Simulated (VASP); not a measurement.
Write the native input for VASP 6.6.1 that does the following.

```yaml
Task: single point
Functional: PBEsol
Potentials_or_basis: VASP PAW PBE potentials, release 64 (Hf_pv, C)
Cutoff: 600 eV
k_mesh: 15 × 15 × 15
Occupations: fermi-dirac, width 0.05 eV
Spin: no spin polarisation
Dipole_correction: no
Further_INCAR_settings: ALGO = Normal; EDIFF = 1e-06; NBANDS = 14
```

The structure of HfC lies in POSCAR:

```
HfC
1.0
    0.0000000000      2.3555956139      2.3555956139
    2.3555956139      0.0000000000      2.3555956139
    2.3555956139      2.3555956139      0.0000000000
Hf C
1 1
Direct
    0.5000000000      0.5000000000      0.5000000000
    0.0000000000      0.0000000000      0.0000000000
```

One way to write it, as run:

INCAR

```
SYSTEM = HfC
PREC = Accurate
ENCUT = 600
EDIFF = 1E-6
ISMEAR = -1
SIGMA = 0.05
LREAL = .FALSE.
LASPH = .TRUE.
NELM = 120
ALGO = Normal
ISIF = 2
LWAVE = .FALSE.
LCHARG = .FALSE.
GGA = PS
NBANDS = 14
GGA_COMPAT = .FALSE.
```

KPOINTS

```
regular mesh
0
G
  15 15 15
  0 0 0
```

Potentials or basis: VASP PAW PBE potentials, release 64 (Hf_pv, C).

The run is started by

```sh
$ cat potpaw_PBE.64/Hf_pv/POTCAR potpaw_PBE.64/C/POTCAR > POTCAR
$ mpirun -np 1 vasp_std > vasp.out
```

Results of the run:

```
Pressure               : -15.2 GPa
Band gap on the k mesh : zero (bands 7 and 8 overlap by 1.42 eV)
```

Caveat: the cell stands under tension; the PAW data sets were made with another functional, which shifts forces and pressure a little; spin-orbit coupling is left out, which moves the levels of the heavy elements.

It took 78 s on 1 thread of Intel Xeon 8259CL (shared host), peak memory 0.2 GiB.
